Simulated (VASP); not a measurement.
Input of a VASP 6.6.1 run:

Contents of INCAR:

```
SYSTEM = SnTe
PREC = Accurate
ENCUT = 500
EDIFF = 1E-6
ISMEAR = 0
SIGMA = 0.03
LREAL = .False.
LASPH = .True.
NELM = 120
ALGO = Normal
ISIF = 2
LWAVE = .False.
LCHARG = .False.
GGA = PS
NBANDS = 17
GGA_COMPAT = .False.
```

The input KPOINTS:

```
regular mesh
0
Gamma
  10 10 10
  0 0 0
```

Contents of POSCAR:

```
SnTe
1.0
    0.0000000000      3.3143250000      3.1565000000
    3.3143250000      0.0000000000      3.1565000000
    3.3143250000      3.3143250000      0.0000000000
Sn Te
1 1
Direct
    0.0000000000      0.0000000000      0.0000000000
    0.5000000000      0.5000000000      0.5000000000
```

Potentials or basis: VASP PAW PBE potentials, release 64 (Sn_d, Te).

Launch:

```bash
$ cat potpaw_PBE.64/Sn_d/POTCAR potpaw_PBE.64/Te/POTCAR > POTCAR
$ mpirun -np 1 vasp_std > vasp.out
```

Question: Predict the band gap on the k mesh.

Answer: 0.05 eV.

Question: Estimate the pressure.

Answer: -3.8 GPa.

Stress tensor (GPa, compression positive):
```
-5.28  0.00  0.00
 0.00 -5.28  0.00
 0.00  0.00 -0.77
```

Caveat: the cell differs from its parent crystal (strain +0.050 along x and y, +0.000 along z); the cell stands under tension; semilocal functionals underestimate gaps, and a narrow one can read as zero; the PAW data sets were made with another functional, which shifts forces and pressure a little; spin-orbit coupling is left out, which moves the levels of the heavy elements. A k mesh can miss the band edges.
